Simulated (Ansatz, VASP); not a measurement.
**BAs: VASP beside Ansatz**

```
B As
1.0
     0.00000    2.34073    2.38850
     2.34073    0.00000    2.38850
     2.34073    2.34073    0.00000
B As
1 1
Cartesian
  0.0000 0.0000 0.0000
  3.5111 3.5111 3.5827
```

Change from the starting cell: equal xx and yy strain of -2 %.

Alike in both runs: task single point; functional LDA; k mesh 15 × 15 × 15; occupations fermi-dirac, width 0.03 eV; no spin polarisation.

```csv
,VASP,Ansatz
version,VASP 6.6.1,Ansatz 0.2.0
potentials or method,"VASP PAW LDA potentials, release 64 (B, As), cutoff 520 eV","all-electron LAPW, scalar-relativistic"
```

```csv
,VASP,Ansatz,Ansatz less VASP
pressure (GPa),2.8,1.8,-1.01
"traceless stress, the component that is largest in VASP (GPa)",-2.98,-3.00,-0.019
```

LDA's correlation is that of Perdew and Zunger in VASP and of Perdew and Wang (1992) in Ansatz. Ansatz ran all-electron here, and VASP with PAW potentials.
